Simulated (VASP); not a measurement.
# As in VASP: notebook, part 2 of 2

VASP 6.6.1. Earlier steps stand in the parts before.

## Step 3: Single point, PBE+D3(BJ)

This run uses another cell than the first one, of 158.40 Å³/atom, 1.104 times its volume.

The input, INCAR:

```
PREC = Accurate ; ENCUT = 520
EDIFF = 1E-6 ; ISMEAR = 0
SIGMA = 0.02 ; LREAL = F
LASPH = T ; NELM = 60
ALGO = Normal ; ISIF = 2
LWAVE = F ; LCHARG = F
LDIPOL = T ; IDIPOL = 3
DIPOL = 0.5 0.5 0.500 ; GGA = PE
IVDW = 12 ; NBANDS = 12
```

The input, KPOINTS:

```
regular mesh
0
Gamma
  9 9 1
```

The input, POSCAR:

```
As
1.0
    3.5780000000      0.0000000000      0.0000000000
   -1.7890000000      3.0986388948      0.0000000000
    0.0000000000      0.0000000000     28.5742413766
As
2
Direct
    0.3333333333      0.6666666667      0.5000000000
    0.6666666667      0.3333333333      0.5000000000
```

Potentials or basis: VASP PAW PBE potentials, release 64 (As).

Run with:

```
cat potpaw_PBE.64/As/POTCAR > POTCAR
mpirun -np 1 vasp_std > vasp.out
```

OUTCAR:

```text
PREC = Accurate
   ENCUT = 520
   EDIFF = 1E-6
   ISMEAR = 0
   LREAL = F
   LASPH = T
   NELM = 60
   ISIF = 2
   GGA = PE
   IVDW = 12
 IVDW          = 12

 ion  position               nearest neighbor table
   1  0.333  0.667  0.500-   2 2.07   2 2.07   2 2.07
   2  0.667  0.333  0.500-   1 2.07   1 2.07   1 2.07

  LATTYP: Found a hexagonal cell.
 ALAT       =     3.5780000000
 C/A-ratio  =     7.9860931740

  Lattice vectors:

 A1 = (   3.5780000000,   0.0000000000,   0.0000000000)
 A2 = (  -1.7890000000,   3.0986388948,   0.0000000000)
 A3 = (   0.0000000000,   0.0000000000,  28.5742413766)

Analysis of symmetry for initial positions (statically):
=====================================================================
 Subroutine PRICEL returns:
 Original cell was already a primitive cell.

 Routine SETGRP: Setting up the symmetry group for a
 hexagonal supercell.

 Subroutine GETGRP returns: Found 24 space group operations
 (whereof 24 operations were pure point group operations)
 out of a pool of 24 trial point group operations.

The static configuration has the point symmetry D_6h.

Analysis of symmetry for dynamics (positions and initial velocities):
=====================================================================
 Subroutine PRICEL returns:
 Original cell was already a primitive cell.

 Routine SETGRP: Setting up the symmetry group for a
 hexagonal supercell.

 Subroutine GETGRP returns: Found 24 space group operations
 (whereof 24 operations were pure point group operations)
 out of a pool of 24 trial point group operations.

The dynamic configuration has the point symmetry D_6h.

 Subroutine INISYM returns: Found 24 space group operations
 (whereof 24 operations are pure point group operations),
 and found     1 'primitive' translations

----------------------------------------------------------------------------------------

                                     Primitive cell

  volume of cell :     316.8006

  direct lattice vectors                    reciprocal lattice vectors
     3.578000000  0.000000000  0.000000000     0.279485746  0.161361171  0.000000000
    -1.789000000  3.098638895  0.000000000     0.000000000  0.322722342  0.000000000
     0.000000000  0.000000000 28.574241377     0.000000000  0.000000000  0.034996555

  length of vectors
     3.578000000  3.578000000 28.574241377     0.322722342  0.322722342  0.034996555

  position of ions in fractional coordinates (direct lattice)
     0.333333333  0.666666667  0.500000000
     0.666666667  0.333333333  0.500000000

  ion indices of the primitive-cell ions
   primitive index   ion index
                 1           1
                 2           2

----------------------------------------------------------------------------------------

 KPOINTS: regular mesh

Automatic generation of k-mesh.
 Grid dimensions read from file:
 generate k-points for:    9    9    1

 Generating k-lattice:

  Cartesian coordinates                     Fractional coordinates (reciprocal lattice)
[... 32 lines left out ...]
   dimension x,y,z NGX =    28 NGY =   28 NGZ =  216
   dimension x,y,z NGXF=    56 NGYF=   56 NGZF=  432
   ions per type =               2
   NGX,Y,Z   is equivalent  to a cutoff of  13.01, 13.01, 12.57 a.u.
   NGXF,Y,Z  is equivalent  to a cutoff of  26.02, 26.02, 25.13 a.u.
 SYSTEM =  unknown system
   PREC   = accura    normal or accurate (medium, high low for compatibility)
   ISTART =      0    job   : 0-new  1-cont  2-samecut
   ICHARG =      2    charge: 1-file 2-atom 10-const
   ISPIN  =      1    spin polarized calculation?
   LNONCOLLINEAR =      F non collinear calculations
   LSORBIT =      F    spin-orbit coupling
   LASPH  =      T    aspherical Exc in radial PAW
   ENCUT  =  520.0 eV  38.22 Ry    6.18 a.u.   6.65  6.65 53.13*2*pi/ulx,y,z
   NELM   =     60;   NELMIN=  2; NELMDL= -5     # of ELM steps
   EDIFF  = 0.1E-05   stopping-criterion for ELM
   LREAL  =      F    real-space projection
   EDIFFG = 0.1E-04   stopping-criterion for IOM
   NSW    =      0    number of steps for IOM
   IBRION =     -1    ionic relax: 0-MD 1-quasi-New 2-CG
   NFREE  =      0    steps in history (QN), initial steepest desc. (CG)
   ISIF   =      2    stress and relaxation
   ISYM   =      2    0-nonsym 1-usesym 2-fastsym
   POTIM  = 0.5000    time-step for ionic-motion
   TEBEG  =    0.0;   TEEND  =   0.0 temperature during run
   PSTRESS=    0.0 pullay stress
   NELECT =      10.0000    total number of electrons
   NUPDOWN=      -1.0000    fix difference up-down
   EMIN   =  10.00;   EMAX   =-10.00  energy-range for DOS
   EFERMI =   0.00;   METHOD = LEGACY
   ISMEAR =     0;   SIGMA  =   0.02  broadening in eV -4-tet -1-fermi 0-gaus
   EFERMI_NEDOS =   21; number of points for ismear=-14 and -15
   IALGO  =     38    algorithm
   IMIX   =      4    mixing-type and parameters
     AMIX     =   0.40;   BMIX     =  1.00
     AMIX_MAG =   1.60;   BMIX_MAG =  1.00
  volume/ion in A,a.u.               =     158.40      1068.94
  Fermi-wavevector in a.u.,A,eV,Ry     =   0.517384  0.977714  3.642089  0.267686
  Thomas-Fermi vector in A             =   1.533770
   LORBIT       =      0    0 simple, 1 ext, 2 COOP (PROOUT), +10 PAW based schemes
   GGA     = PE    functional components
   LHFCALC =     F    Hartree Fock is set to
   AEXX    =    0.0000 exact exchange contribution
   IVDW    =    12    specifies the selected vdW correction
   LEPSILON=     F    determine dielectric tensor
   LRPA    =     F    only Hartree local field effects (RPA)
 non-spin polarized calculation
 Gauss-broadening in eV      SIGMA  =   0.02
  energy-cutoff  :      520.00
  volume of cell :      316.80
 maximum number of plane-waves:      8627
 NGX is ok and might be reduce to    28
   NGX = 13   NGY = 13   NGZ =107

 dipolmoment           0.000000      0.000000      0.000000 electrons x Angstroem

 number of electron      10.0000000 magnetization

 dipolmoment           0.000000      0.000000     -0.000000 electrons x Angstroem

 Free energy of the ion-electron system (eV)
  ---------------------------------------------------
  ext. energy  EPLUGINS =         0.00000000
  ---------------------------------------------------
  free energy    TOTEN  =        -4.25587058 eV

  energy without entropy =       -4.25587058  energy(sigma->0) =       -4.25587058

 E-fermi :  -2.6862     XC(G=0):  -1.6197

 val. band max:       -2.8026400500   @ k =   0.3333   0.1111   0.0000
 cond. band min:      -2.4781170564   @ k =   0.2222   0.2222   0.0000
 fundamental gap:      0.3245229936
 Fermi energy:        -2.6862365180

 k-point     1 :       0.0000    0.0000    0.0000
  band No.  band energies     occupation
      1     -20.2323      2.00000
      2      -8.6884      2.00000
      3      -7.3723      2.00000
      4      -7.3723      2.00000
      5      -4.5491      2.00000
      6      -1.1371      0.00000
      7      -1.1371      0.00000
      8      -0.3636      0.00000
      9       0.9803      0.00000
     10       1.3053      0.00000
     11       1.6846      0.00000
     12       1.8380      0.00000
[... 151 lines left out ...]
 k-point    12 :       0.3333    0.3333    0.0000
  band No.  band energies     occupation
      1     -16.2399      2.00000
      2     -16.2399      2.00000
      3     -11.4496      2.00000
      4      -4.7111      2.00000
      5      -4.7111      2.00000
      6       1.2152      0.00000
      7       1.9767      0.00000
      8       1.9767      0.00000
      9       2.9125      0.00000
     10       4.6667      0.00000
     11       4.6667      0.00000
     12       5.6883      0.00000

------------------------ aborting loop because EDIFF is reached ----------------------------------------

 vacuum level on the upper side and lower side of the slab       (xc-potential included)        -0.007        -0.007

 Edisp (eV)   -0.44185

 E8    (eV) :    -0.2010

  FORCE on cell =-STRESS in cart. coord.  units (eV):
  Direction    XX          YY          ZZ          XY          YZ          ZX
  --------------------------------------------------------------------------------------
  -------------------------------------------------------------------------------------
  Total      22.37035    22.37035    -0.00313     0.00000     0.00000     0.00000
  in kB     113.13510   113.13510    -0.01580     0.00000     0.00000     0.00000
  external pressure =       75.42 kB  Pullay stress =        0.00 kB

 VOLUME and BASIS-vectors are now :
 -----------------------------------------------------------------------------
  energy-cutoff  :      520.00
  volume of cell :      316.80
      direct lattice vectors                 reciprocal lattice vectors
     3.578000000  0.000000000  0.000000000     0.279485746  0.161361171  0.000000000
    -1.789000000  3.098638895  0.000000000     0.000000000  0.322722342  0.000000000
     0.000000000  0.000000000 28.574241377     0.000000000  0.000000000  0.034996555

 POSITION                                       TOTAL-FORCE (eV/Angst)
 -----------------------------------------------------------------------------------
     -0.00000      2.06576     14.28712         0.000000      0.000000      0.000000
      1.78900      1.03288     14.28712        -0.000000      0.000000      0.000000
 -----------------------------------------------------------------------------------
    total drift:                               -0.000000     -0.000000     -0.000000

  FREE ENERGIE OF THE ION-ELECTRON SYSTEM (eV)
  ---------------------------------------------------
  free  energy   TOTEN  =        -4.6977178697 eV

  energy  without entropy=       -4.6977178697  energy(sigma->0) =       -4.69771787

 vacuum level on the upper side and lower side of the slab         1.270         1.270
```

stdout:

```text
POSCAR found type information on POSCAR As
 POSCAR found :  1 types and       2 ions
 scaLAPACK will be used
 LDA part: xc-table for (Slater+PW92), standard interpolation
 POSCAR, INCAR and KPOINTS ok, starting setup
 FFT: planning ... GRIDC
 FFT: planning ... GRID_SOFT
 FFT: planning ... GRID
 WAVECAR not read
 entering main loop
```

Wall time 2.4 min (1 thread of Intel Xeon 8259CL, shared host); peak memory 0.4 GiB.

What came out:

```yaml
Free_energy: -4.6977 eV
Band_gap_on_the_k_mesh: zero (band 5 reaches -2.39 eV, above the bottom of band 6 at -3.38 eV)
Dispersion_energy_per_atom: -0.221 eV
```
